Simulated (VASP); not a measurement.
A run of VASP 6.6.1 is set up as follows.

Contents of INCAR:

```
SYSTEM = Cd
PREC = Accurate
ENCUT = 520
EDIFF = 1E-6
ISMEAR = -1
SIGMA = 0.1
LREAL = .FALSE.
LASPH = .TRUE.
NELM = 100
ALGO = Normal
ISIF = 2
LWAVE = .FALSE.
LCHARG = .FALSE.
GGA = RP
NBANDS = 32
```

Contents of KPOINTS:

```
regular mesh
0
G
  13 13 4
  0 0 0
```

Contents of POSCAR:

```
Cd
1.0
    3.3751238401      0.0000000000      0.0000000000
   -1.6875619200      2.9229429864      0.0000000000
    0.0000000000      0.0000000000     11.0594230758
Cd
4
Direct
    0.0000000000      0.0000000000      0.0000000000
    0.0000000000      0.0000000000      0.5000000000
    0.3333333333      0.6666666667      0.2500000000
    0.6666666667      0.3333333333      0.7500000000
```

Potentials or basis: VASP PAW PBE potentials, release 64 (Cd).

Command:

```console
$ cat potpaw_PBE.64/Cd/POTCAR > POTCAR
$ mpirun -np 1 vasp_std > vasp.out
```

Question: Estimate the band gap on the k mesh.

Answer: Zero (bands 24 and 25 overlap by 2.42 eV).

Question: Predict the pressure.

Answer: -2.3 GPa.

Stress tensor (GPa, compression positive):
```
-2.23  0.00  0.00
 0.00 -2.23  0.00
 0.00  0.00 -2.40
```

Caveat: the PAW data sets were made with another functional, which shifts forces and pressure a little.
